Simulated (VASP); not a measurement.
# BeZn4O (F-43m) in VASP: notebook, part 2 of 2

VASP 6.6.1.

**3. Single point, PBE, collinear spin, ferromagnetic start**

Contents of INCAR:

```
PREC     = Accurate       # precision mode
ENCUT    = 520            # plane-wave cutoff, eV
EDIFF    = 1E-6           # SCF threshold, eV
ISMEAR   = 0              # smearing method
SIGMA    = 0.1            # smearing width, eV
LREAL    = False          # projectors in reciprocal space
LASPH    = True           # aspherical terms in the spheres
NELM     = 150            # most SCF steps
ALGO     = Normal         # electronic algorithm
ISIF     = 2              # what is computed and relaxed
LWAVE    = False          # write WAVECAR
LCHARG   = False          # write CHGCAR
ISPIN    = 2              # spin polarisation
MAGMOM   = 0 0 0 0 0 1    # initial moments
LORBIT   = 11             # projections on sites
GGA      = PE             # functional
NBANDS   = 41             # bands
```

Contents of KPOINTS:

```
Automatic mesh
0
Gamma
  4 4 4
```

Contents of POSCAR:

```
BeZn4O
1.0
    0.0000000000      3.3370056100      3.3370056100
    3.3370056100      0.0000000000      3.3370056100
    3.3370056100      3.3370056100      0.0000000000
Be Zn O
1 4 1
Direct
    0.7500000000      0.7500000000      0.7500000000
    0.8686098200      0.3771300600      0.3771300600
    0.3771300600      0.3771300600      0.3771300600
    0.3771300600      0.8686098200      0.3771300600
    0.3771300600      0.3771300600      0.8686098200
    0.0000000000      0.0000000000      0.0000000000
```

Potentials or basis: VASP PAW PBE potentials, release 64 (Be, Zn, O).

The run is started by

```bash
$ cat potpaw_PBE.64/Be/POTCAR potpaw_PBE.64/Zn/POTCAR potpaw_PBE.64/O/POTCAR > POTCAR
$ mpirun -np 1 vasp_std > vasp.out
```

OUTCAR:

```text
PREC = Accurate
   ENCUT = 520
   EDIFF = 1E-6
   ISMEAR = 0
   LREAL = False
   LASPH = True
   NELM = 150
   ISIF = 2
   ISPIN = 2
   LORBIT = 11
   GGA = PE

 ion  position               nearest neighbor table
   1  0.750  0.750  0.750-
   2  0.869  0.377  0.377-   3 2.32   4 2.32   5 2.32   3 2.40   5 2.40   4 2.40
   3  0.377  0.377  0.377-   2 2.32   4 2.32   5 2.32   5 2.40   4 2.40   2 2.40
   4  0.377  0.869  0.377-   2 2.32   3 2.32   5 2.32   5 2.40   3 2.40   2 2.40
   5  0.377  0.377  0.869-   2 2.32   3 2.32   4 2.32   3 2.40   4 2.40   2 2.40
   6  0.000  0.000  0.000-

  LATTYP: Found a face centered cubic cell.
 ALAT       =     6.6740112200

  Lattice vectors:

 A1 = (   0.0000000000,   3.3370056100,   3.3370056100)
 A2 = (   3.3370056100,   0.0000000000,   3.3370056100)
 A3 = (   3.3370056100,   3.3370056100,   0.0000000000)

Analysis of symmetry for initial positions (statically):
=====================================================================
 Subroutine PRICEL returns:
 Original cell was already a primitive cell.

[... 881 lines left out ...]
  Total        7.4205254      7.4205254      7.4205254      0.0000000      0.0000000      0.0000000
  in kB      159.9721689    159.9721689    159.9721689      0.0000000      0.0000000      0.0000000
  external PRESSURE =     159.9721689 kB  Pullay stress =       0.0000000 kB

 VOLUME and BASIS-vectors are now :
 -----------------------------------------------------------------------------
  energy-cutoff  :      520.00
  volume of cell :       74.32
      direct lattice vectors                 reciprocal lattice vectors
     0.000000000  3.337005610  3.337005610    -0.149834929  0.149834929  0.149834929
     3.337005610  0.000000000  3.337005610     0.149834929 -0.149834929  0.149834929
     3.337005610  3.337005610  0.000000000     0.149834929  0.149834929 -0.149834929

 POSITION                                       TOTAL-FORCE (eV/Angst)
 -----------------------------------------------------------------------------------
      5.00551      5.00551      5.00551        -0.000000     -0.000000     -0.000000
      2.51697      4.15704      4.15704        -0.654389      0.654389      0.654389
      2.51697      2.51697      2.51697        -0.654389     -0.654389     -0.654389
      4.15704      2.51697      4.15704         0.654389     -0.654389      0.654389
      4.15704      4.15704      2.51697         0.654389      0.654389     -0.654389
      0.00000      0.00000      0.00000        -0.000000     -0.000000     -0.000000
 -----------------------------------------------------------------------------------
    total drift:                               -0.000003     -0.000003     -0.000003

  FREE ENERGIE OF THE ION-ELECTRON SYSTEM (eV)
  ---------------------------------------------------
  free  energy   TOTEN  =        -9.8966905093 eV

  energy  without entropy=       -9.8774094867  energy(sigma->0) =       -9.88705000

 total charge

# of ion       s       p       d       tot
------------------------------------------
    1        0.375   0.389   0.000   0.764
    2        0.652   0.595   9.752  11.000
    3        0.652   0.595   9.752  11.000
    4        0.652   0.595   9.752  11.000
    5        0.652   0.595   9.752  11.000
    6        1.616   3.145   0.000   4.762
--------------------------------------------------
tot          4.600   5.916  39.008  49.524

 magnetization (x)

# of ion       s       p       d       tot
------------------------------------------
    1        0.021   0.101   0.000   0.122
    2        0.026   0.033   0.016   0.075
    3        0.026   0.033   0.016   0.075
    4        0.026   0.033   0.016   0.075
    5        0.026   0.033   0.016   0.075
    6        0.007   0.545   0.000   0.552
--------------------------------------------------
tot          0.132   0.777   0.066   0.975
```

Wall time 36 s (1 thread of AMD EPYC 9R45 (Zen 5), shared host); peak memory 0.22 GiB.

Results:

| Property | Result |
| --- | --- |
| Free energy | -9.8967 eV |
| Pressure | 16.0 GPa |
| Largest force | 1.133 eV/Å |
| Net moment | 1.34 μB per cell |
| Site moments | Be +0.12; Zn +0.07; O +0.55 μB |
| Valence electrons inside the program's atomic spheres | Be 0.76; Zn 11.00; O 4.76 |

Forces on the atoms (eV/Å):
```
Be   0.000  0.000  0.000
Zn  -0.654  0.654  0.654
Zn  -0.654 -0.654 -0.654
Zn   0.654 -0.654  0.654
Zn   0.654  0.654 -0.654
O    0.000  0.000  0.000
```

Levels at points of the mesh, in eV from the Fermi level:
Spin up:
```tsv
k point	band 25	band 26	band 27	band 28	band 29	band 30	band 31	band 32	band 33	band 34
(0.00, 0.00, 0.00)	-3.20	-2.40	-0.34	-0.34	-0.34	2.38	2.92	2.92	2.92	3.18
(0.50, 0.00, 0.00)	-3.40	-2.67	-0.79	-0.55	-0.55	2.27	2.27	3.57	6.02	6.02
(0.50, 0.50, 0.00)	-4.22	-2.86	-0.92	-0.01	-0.01	0.64	6.43	6.43	7.01	7.22
```
Spin down:
```
           k point  band 24  band 25  band 26  band 27  band 28  band 29  band 30  band 31
(0.00, 0.00, 0.00)    -2.51    -2.51    -2.32     0.04     0.04     0.04     2.72     3.14
(0.50, 0.00, 0.00)    -2.75    -2.75    -2.27    -0.28    -0.28    -0.05     2.72     2.72
(0.50, 0.50, 0.00)    -3.79    -3.79    -2.58    -0.01     0.72     0.72     0.84     6.69
```

Caveat: the k points lie up to 0.41 Å⁻¹ apart; forces of over 1 eV/Å act on the atoms, so gaps and moduli don't describe the material at rest.

**4. Single point, PBE, collinear spin, ferromagnetic start**

This run uses another cell than the first one, of 14.18 Å³/atom.

Contents of INCAR:

```
SYSTEM = BeZn4O
PREC = Accurate
ENCUT = 520
EDIFF = 1E-6
ISMEAR = 0
SIGMA = 0.1
LREAL = .False.
LASPH = .True.
NELM = 150
ALGO = Normal
ISIF = 2
LWAVE = .False.
LCHARG = .False.
ISPIN = 2
MAGMOM = 0 0 0 0 0 1
LORBIT = 11
GGA = PE
NBANDS = 41
```

Contents of KPOINTS:

```
regular mesh
0
Gamma
  4 4 4
  0 0 0
```

Contents of POSCAR:

```
BeZn4O
1.0
    0.0000000000      3.4909526946      3.4909526946
    3.4909526946      0.0000000000      3.4909526946
    3.4909526946      3.4909526946      0.0000000000
Be Zn O
1 4 1
Direct
    0.7500000000      0.7500000000      0.7500000000
    0.8747690274      0.3750769909      0.3750769909
    0.3750769909      0.3750769909      0.3750769909
    0.3750769909      0.8747690274      0.3750769909
    0.3750769909      0.3750769909      0.8747690274
    0.0000000000      0.0000000000      0.0000000000
```

Potentials or basis: VASP PAW PBE potentials, release 64 (Be, Zn, O).

The run is started by

```bash
$ cat potpaw_PBE.64/Be/POTCAR potpaw_PBE.64/Zn/POTCAR potpaw_PBE.64/O/POTCAR > POTCAR
$ mpirun -np 1 vasp_std > vasp.out
```

OUTCAR:

```text
SYSTEM = BeZn4O
   PREC = Accurate
   ENCUT = 520
   EDIFF = 1E-6
   ISMEAR = 0
   LREAL = .False.
   LASPH = .True.
   NELM = 150
   ISIF = 2
   ISPIN = 2
   LORBIT = 11
   GGA = PE

 ion  position               nearest neighbor table
   1  0.750  0.750  0.750-
   2  0.875  0.375  0.375-   3 2.47   4 2.47   5 2.47   3 2.47   5 2.47   4 2.47
   3  0.375  0.375  0.375-   2 2.47   4 2.47   5 2.47   5 2.47   4 2.47   2 2.47
   4  0.375  0.875  0.375-   2 2.47   3 2.47   5 2.47   5 2.47   3 2.47   2 2.47
   5  0.375  0.375  0.875-   2 2.47   3 2.47   4 2.47   3 2.47   4 2.47   2 2.47
   6  0.000  0.000  0.000-

  LATTYP: Found a face centered cubic cell.
 ALAT       =     6.9819053892

  Lattice vectors:

 A1 = (   0.0000000000,   3.4909526946,   3.4909526946)
 A2 = (   3.4909526946,   0.0000000000,   3.4909526946)
 A3 = (   3.4909526946,   3.4909526946,   0.0000000000)

Analysis of symmetry for initial positions (statically):
[... 887 lines left out ...]
  -------------------------------------------------------------------------------------
  Total       -0.0078934     -0.0078934     -0.0078934     -0.0000000     -0.0000000     -0.0000000
  in kB       -0.1486317     -0.1486317     -0.1486317     -0.0000000     -0.0000000     -0.0000000
  external PRESSURE =      -0.1486317 kB  Pullay stress =       0.0000000 kB

 VOLUME and BASIS-vectors are now :
 -----------------------------------------------------------------------------
  energy-cutoff  :      520.00
  volume of cell :       85.09
      direct lattice vectors                 reciprocal lattice vectors
     0.000000000  3.490952695  3.490952695    -0.143227378  0.143227378  0.143227378
     3.490952695  0.000000000  3.490952695     0.143227378 -0.143227378  0.143227378
     3.490952695  3.490952695  0.000000000     0.143227378  0.143227378 -0.143227378

 POSITION                                       TOTAL-FORCE (eV/Angst)
 -----------------------------------------------------------------------------------
      5.23643      5.23643      5.23643        -0.000000     -0.000000     -0.000000
      2.61875      4.36315      4.36315         0.031500     -0.031500     -0.031500
      2.61875      2.61875      2.61875         0.031500      0.031500      0.031500
      4.36315      2.61875      4.36315        -0.031500      0.031500     -0.031500
      4.36315      4.36315      2.61875        -0.031500     -0.031500      0.031500
      0.00000      0.00000      0.00000        -0.000000     -0.000000      0.000000
 -----------------------------------------------------------------------------------
    total drift:                               -0.000000     -0.000000     -0.000001

  FREE ENERGIE OF THE ION-ELECTRON SYSTEM (eV)
  ---------------------------------------------------
  free  energy   TOTEN  =       -10.3510872963 eV

  energy  without entropy=      -10.2999344176  energy(sigma->0) =      -10.32551086

 total charge

# of ion       s       p       d       tot
------------------------------------------
    1        0.373   0.317   0.000   0.691
    2        0.615   0.484   9.735  10.834
    3        0.615   0.484   9.735  10.834
    4        0.615   0.484   9.735  10.834
    5        0.615   0.484   9.735  10.834
    6        1.613   3.117   0.000   4.730
--------------------------------------------------
tot          4.445   5.373  38.938  48.755

 magnetization (x)

# of ion       s       p       d       tot
------------------------------------------
    1        0.000   0.000   0.000   0.000
    2        0.000   0.000   0.000   0.000
    3        0.000   0.000   0.000   0.000
    4        0.000   0.000   0.000   0.000
    5        0.000   0.000   0.000   0.000
    6        0.000   0.001   0.000   0.001
--------------------------------------------------
tot          0.000   0.001   0.000   0.001
```

OSZICAR:

```text
N       E                     dE             d eps       ncg     rms          rms(c)
DAV:   1     0.401502989977E+03    0.40150E+03   -0.25338E+04  1328   0.194E+03
DAV:   2     0.313118787023E+02   -0.37019E+03   -0.34987E+03  1312   0.408E+02
DAV:   3    -0.123236147909E+02   -0.43635E+02   -0.42094E+02  1509   0.129E+02
DAV:   4    -0.137347207253E+02   -0.14111E+01   -0.14073E+01  1426   0.236E+01
DAV:   5    -0.137399667397E+02   -0.52460E-02   -0.52454E-02  1542   0.140E+00    0.133E+01
DAV:   6    -0.141465242067E+02   -0.40656E+00   -0.34155E+01  2073   0.690E+01    0.193E+01
DAV:   7    -0.105114184616E+02    0.36351E+01   -0.36520E+01  1729   0.156E+01    0.458E+00
DAV:   8    -0.103788047467E+02    0.13261E+00   -0.13916E+00  1355   0.493E+00    0.245E+00
DAV:   9    -0.103581987368E+02    0.20606E-01   -0.11656E-01  1477   0.150E+00    0.801E-01
DAV:  10    -0.103532140236E+02    0.49847E-02   -0.42439E-02  1505   0.779E-01    0.456E-01
DAV:  11    -0.103551675457E+02   -0.19535E-02   -0.17051E-03  1465   0.165E-01    0.559E-01
DAV:  12    -0.103512155448E+02    0.39520E-02   -0.90936E-03  1630   0.285E-01    0.210E-01
DAV:  13    -0.103510473601E+02    0.16818E-03   -0.11425E-03  1476   0.152E-01    0.722E-02
DAV:  14    -0.103511877887E+02   -0.14043E-03   -0.25816E-04  1599   0.809E-02    0.980E-02
DAV:  15    -0.103510921559E+02    0.95633E-04   -0.21441E-04  1522   0.396E-02    0.278E-02
DAV:  16    -0.103510867106E+02    0.54453E-05   -0.26850E-05  1376   0.185E-02    0.456E-03
DAV:  17    -0.103510872963E+02   -0.58573E-06   -0.23178E-06   998   0.583E-03
   1 F= -.10351087E+02 E0= -.10325511E+02  d E =-.511529E-01  mag=     0.0012
```

stdout:

```text
POSCAR found type information on POSCAR BeZnO
 POSCAR found :  3 types and       6 ions
 scaLAPACK will be used
 LDA part: xc-table for (Slater+PW92), standard interpolation
 POSCAR, INCAR and KPOINTS ok, starting setup
 FFT: planning ... GRIDC
 FFT: planning ... GRID_SOFT
 FFT: planning ... GRID
 WAVECAR not read
 entering main loop
```

Run time: 40 s. Hardware: 1 thread of AMD EPYC 9R45 (Zen 5), shared host; peak memory 0.27 GiB.

Results:

| Item | Value |
| --- | --- |
| Free energy | -10.3511 eV |
| Pressure | 0.0 GPa |
| Largest force | 0.055 eV/Å |
| Band gap on the k mesh | zero (filled and empty bands overlap) |
| Net moment | 0.00 μB per cell |
| Valence electrons inside the program's atomic spheres | Be 0.69; Zn 10.83; O 4.73 |

Forces in eV/Å, atoms in the order of the input:
```
Be   0.000  0.000  0.000
Zn   0.032 -0.032 -0.032
Zn   0.032  0.032  0.032
Zn  -0.032  0.032 -0.032
Zn  -0.032 -0.032  0.032
O    0.000  0.000  0.000
```

Caveat: the k points lie up to 0.39 Å⁻¹ apart, too coarse for converged energies and pressures of a metal; semilocal functionals underestimate gaps, so a narrow gap can read as zero.

**5. Relaxation of cell and atoms, PBE, collinear spin, ferromagnetic start**

Contents of INCAR:

```
SYSTEM = BeZn4O
  ALGO = Normal
  EDIFF = 1E-6
  EDIFFG = -0.04
  ENCUT = 600
  GGA = PE
  IBRION = 2
  ISIF = 3
  ISMEAR = 0
  ISPIN = 2
  LASPH = .True.
  LCHARG = .False.
  LORBIT = 11
  LREAL = .False.
  LWAVE = .False.
  MAGMOM = 0 0 0 0 0 1
  NELM = 150
  NSW = 90
  PREC = Accurate
  SIGMA = 0.1
```

Contents of KPOINTS:

```
k-points
0
Gamma
  4 4 4
  0 0 0
```

Contents of POSCAR:

```
BeZn4O
1.0
    0.0000000000      3.3370056100      3.3370056100
    3.3370056100      0.0000000000      3.3370056100
    3.3370056100      3.3370056100      0.0000000000
Be Zn O
1 4 1
Direct
    0.7500000000      0.7500000000      0.7500000000
    0.8686098200      0.3771300600      0.3771300600
    0.3771300600      0.3771300600      0.3771300600
    0.3771300600      0.8686098200      0.3771300600
    0.3771300600      0.3771300600      0.8686098200
    0.0000000000      0.0000000000      0.0000000000
```

Potentials or basis: VASP PAW PBE potentials, release 64 (Be, Zn, O).

The run is started by

```bash
$ cat potpaw_PBE.64/Be/POTCAR potpaw_PBE.64/Zn/POTCAR potpaw_PBE.64/O/POTCAR > POTCAR
$ mpirun -np 1 vasp_std > vasp.out
```

OUTCAR:

```text
SYSTEM = BeZn4O
   EDIFF = 1E-6
   EDIFFG = -0.04
   ENCUT = 600
   GGA = PE
   IBRION = 2
   ISIF = 3
   ISMEAR = 0
   ISPIN = 2
   LASPH = .True.
   LORBIT = 11
   LREAL = .False.
   NELM = 150
   NSW = 90
   PREC = Accurate

 ion  position               nearest neighbor table
   1  0.750  0.750  0.750-
   2  0.869  0.377  0.377-   3 2.32   4 2.32   5 2.32   3 2.40   5 2.40   4 2.40
   3  0.377  0.377  0.377-   2 2.32   4 2.32   5 2.32   5 2.40   4 2.40   2 2.40
   4  0.377  0.869  0.377-   2 2.32   3 2.32   5 2.32   5 2.40   3 2.40   2 2.40
   5  0.377  0.377  0.869-   2 2.32   3 2.32   4 2.32   3 2.40   4 2.40   2 2.40
   6  0.000  0.000  0.000-

  LATTYP: Found a face centered cubic cell.
 ALAT       =     6.6740112200

  Lattice vectors:

 A1 = (   0.0000000000,   3.3370056100,   3.3370056100)
 A2 = (   3.3370056100,   0.0000000000,   3.3370056100)
 A3 = (   3.3370056100,   3.3370056100,   0.0000000000)
[... 413 lines left out ...]
      1     -14.1335      1.00000
      2      -7.5169      1.00000
      3      -6.0196      1.00000
      4      -6.0196      1.00000
      5      -6.0196      1.00000
      6      -5.6936      1.00000
[... 285 lines left out ...]
     33       8.5281      0.00000
     34       8.7215      0.00000
 Fermi energy:         2.3162223218

 spin component 2

 k-point     1 :       0.0000    0.0000    0.0000
  band No.  band energies     occupation
      1     -14.1332      1.00000
      2      -7.5168      1.00000
      3      -6.0196      1.00000
      4      -6.0196      1.00000
      5      -6.0196      1.00000
      6      -5.6936      1.00000
[... 318 lines left out ...]
  FREE ENERGIE OF THE ION-ELECTRON SYSTEM (eV)
  ---------------------------------------------------
  free  energy   TOTEN  =       -10.3451278697 eV

  energy  without entropy=      -10.2938439597  energy(sigma->0) =      -10.31948591

 reached required accuracy - stopping structural energy minimisation

 total charge

# of ion       s       p       d       tot
------------------------------------------
    1        0.373   0.316   0.000   0.689
    2        0.614   0.483   9.734  10.832
    3        0.614   0.483   9.734  10.832
    4        0.614   0.483   9.734  10.832
    5        0.614   0.483   9.734  10.832
    6        1.611   3.117   0.000   4.728
--------------------------------------------------
tot          4.441   5.365  38.938  48.744

 magnetization (x)

# of ion       s       p       d       tot
------------------------------------------
    1        0.000   0.000   0.000   0.000
    2        0.000   0.000   0.000   0.000
    3        0.000   0.000   0.000   0.000
    4        0.000   0.000   0.000   0.000
    5        0.000   0.000   0.000   0.000
    6        0.000   0.000   0.000   0.000
--------------------------------------------------
tot          0.000   0.000   0.000   0.000
```

It took 2.9 min on 1 thread of AMD EPYC 9R45 (Zen 5), shared host; peak memory 0.27 GiB.

Results:

```yaml
Free_energy: -10.3451 eV
Relaxed_volume: 14.21 Å³/atom
Relaxed_cell: a = 4.940 Å, b = 4.940 Å, c = 4.940 Å, α = 60.00°, β = 60.00°, γ = 60.00°
Space_group_after_relaxing_to_0.1_Å: F-43m (No. 216)
Energy_gained_by_relaxing: 74.7 meV/atom
Ionic_steps: 6
Pressure_after_relaxing: -0.2 GPa
Largest_force_after_relaxing: 0.029 eV/Å
Band_gap_on_the_k_mesh: zero (filled and empty bands overlap)
Net_moment: 0.00 μB per cell
Valence_electrons_inside_the_program's_atomic_spheres: Be 0.69; Zn 10.83; O 4.73
```

Forces on the atoms (eV/Å):
```
Be   0.000  0.000  0.000
Zn   0.017 -0.017 -0.017
Zn   0.017  0.017  0.017
Zn  -0.017  0.017 -0.017
Zn  -0.017 -0.017  0.017
O    0.000  0.000  0.000
```

Step by step:
```tsv
step	energy change (eV)	largest force (eV/Å)	pressure (GPa)	volume (Å³)
1	0.0000	1.1335	15.90	74.32
2	-0.3540	0.9427	-2.43	88.34
3	-0.4235	0.4739	1.98	83.07
4	-0.4250	0.5589	1.24	83.85
5	-0.4452	0.1552	-0.68	85.79
6	-0.4483	0.0289	-0.24	85.26
```

Final structure:
```
CELL_PARAMETERS angstrom
0.00000 3.49326 3.49326
3.49326 0.00000 3.49326
3.49326 3.49326 0.00000
ATOMIC_POSITIONS crystal
Be 0.75000 0.75000 0.75000
Zn 0.87456 0.37515 0.37515
Zn 0.37515 0.37515 0.37515
Zn 0.37515 0.87456 0.37515
Zn 0.37515 0.37515 0.87456
O 0.00000 0.00000 0.00000
```

Caveat: the k points lie up to 0.39 Å⁻¹ apart in the final cell, too coarse for converged energies and pressures of a metal; semilocal functionals underestimate gaps, so a narrow gap can read as zero.

**6. Overview**

| task | spin | cell | cutoff (eV) | gap on the mesh (eV) | pressure (GPa) | moment (μB) | largest force (eV/Å) |
| --- | --- | --- | --- | --- | --- | --- | --- |
| single point | off | a = 4.719 Å, angles 60.0°, 6 atoms, atomic positions A | 520 | none | 15.1 | - | 1.09 |
| single point | collinear, ferromagnetic start | a = 4.719 Å, angles 60.0°, 6 atoms, atomic positions A | 520 | none | 16.0 | 1.34 | 1.13 |
| single point | collinear, ferromagnetic start | a = 4.937 Å, angles 60.0°, 6 atoms, atomic positions B | 520 | none | 0.0 | 0.00 | 0.05 |
| relaxation of cell and atoms | collinear, ferromagnetic start | relaxed from a = 4.719 Å, angles 60.0°, 6 atoms, atomic positions A | 600 | none | -0.2 | 0.00 | 0.03 |

Alike in all rows: level PBE; potentials or basis VASP PAW PBE potentials, release 64 (Be, Zn, O); k mesh 4 × 4 × 4; smearing gaussian 0.1 eV.

Caveats: all runs use coarse meshes; semilocal functionals underestimate gaps, so a narrow gap can read as zero (at least some runs); forces of over 1 eV/Å act on the atoms, so gaps and moduli don't describe the material at rest (at least some runs).

Absolute energies hang on the potentials; compare differences alone.
